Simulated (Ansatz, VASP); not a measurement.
**Si2Ge in VASP and in Ansatz**

```
Si Ge
1.0
     3.93002    0.00000    0.00000
     0.00000    6.80699    0.00000
     0.00000    0.00000    9.61845
Si Ge
8 4
Direct
  0.00000 0.33333 0.53985
  0.50000 0.83333 0.53985
  0.50000 0.16667 0.21420
  0.00000 0.66667 0.21420
  0.00000 0.33333 0.78580
  0.50000 0.83333 0.78580
  0.50000 0.16667 0.46015
  0.00000 0.66667 0.46015
  0.50000 0.50000 0.87071
  0.00000 0.00000 0.87071
  0.00000 0.00000 0.12929
  0.50000 0.50000 0.12929
```

Alike in both runs: task single point; functional PBE; k mesh 4 × 2 × 2; occupations gaussian, width 0.1 eV; no spin polarisation.

```csv
,VASP,Ansatz
version,VASP 6.6.1,Ansatz 0.2.0
potentials or method,"VASP PAW PBE potentials, release 64 (Si, Ge_d), cutoff 520 eV","scalar-relativistic, plane waves, PAW"
valence electrons in the cell,88,88
```

```csv
,VASP,Ansatz,Ansatz less VASP
gap on the k mesh at the Fermi level (eV),0.72,0.72,-0.002
least direct gap on the mesh (eV),0.72,0.72,-0.002
pressure (GPa),-0.1,-0.1,+0.09
"traceless stress, the component that is largest in VASP (GPa)",0.84,0.85,+0.014
rms of the force components (eV/Å),0.021,0.021,-0.0001
```

Atom by atom the forces differ by 0.002 eV/Å (rms over components).

The k mesh is coarse, so the values compare programs but aren't converged.
